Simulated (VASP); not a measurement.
Input of a VASP 6.6.1 run:

Contents of POSCAR:

```
RbBr
1.0
    4.8646631241      0.0000000000      0.0000000000
   -2.4323315620      4.2129218463      0.0000000000
    0.0000000000      0.0000000000      8.5751009011
Rb Br
2 2
Direct
    0.0000000000      0.0000000000      0.0000000000
    0.0000000000      0.0000000000      0.5000000000
    0.3333333333      0.6666666667      0.2500000000
    0.6666666667      0.3333333333      0.7500000000
```

File INCAR.step1:

```
SYSTEM = RbBr
PREC     = Accurate       ! precision mode
ENCUT    = 520            ! plane-wave cutoff, eV
ISMEAR   = 0              ! smearing method
SIGMA    = 0.01           ! smearing width, eV
LREAL    = .FALSE.        ! projectors in reciprocal space
LASPH    = .TRUE.         ! aspherical terms in the spheres
NELM     = 80             ! most SCF steps
NBANDS   = 24             ! bands
GGA      = PE             ! functional
ALGO     = Normal         ! electronic algorithm
EDIFF    = 1E-4           ! SCF threshold, eV
LWAVE    = .TRUE.         ! write WAVECAR
LCHARG   = .FALSE.        ! write CHGCAR
```

The input INCAR.step2:

```
SYSTEM = RbBr
PREC     = Accurate       ! precision mode
ENCUT    = 520            ! plane-wave cutoff, eV
EDIFF    = 1E-6           ! SCF threshold, eV
ISMEAR   = 0              ! smearing method
SIGMA    = 0.01           ! smearing width, eV
LREAL    = .FALSE.        ! projectors in reciprocal space
LASPH    = .TRUE.         ! aspherical terms in the spheres
NELM     = 80             ! most SCF steps
ALGO     = Normal         ! electronic algorithm
ISIF     = 2              ! what is computed and relaxed
LWAVE    = .FALSE.        ! write WAVECAR
LCHARG   = .FALSE.        ! write CHGCAR
METAGGA  = R2SCAN         ! meta-GGA
LMIXTAU  = .TRUE.       
NBANDS   = 24             ! bands
ISTART   = 1
```

The input KPOINTS:

```
regular mesh
0
G
  6 6 4
  0 0 0
```

Potentials or basis: VASP PAW PBE potentials, release 64 (Rb_sv, Br).

Launch:

```bash
$ cat potpaw_PBE.64/Rb_sv/POTCAR potpaw_PBE.64/Br/POTCAR > POTCAR
$ cp INCAR.step1 INCAR
$ mpirun -np 1 vasp_std > vasp.out
$ cp INCAR.step2 INCAR
$ mpirun -np 1 vasp_std > vasp.out
```

Question: Predict the pressure.

Answer: -0.7 GPa.

Question: Predict the band gap on the k mesh.

Answer: 4.70 eV, direct.

Stress tensor (GPa, compression positive):
```
-0.63  0.00  0.00
 0.00 -0.63  0.00
 0.00  0.00 -0.74
```

Caveat: the PAW data sets were made with another functional, which shifts forces and pressure a little. A k mesh can miss the band edges.
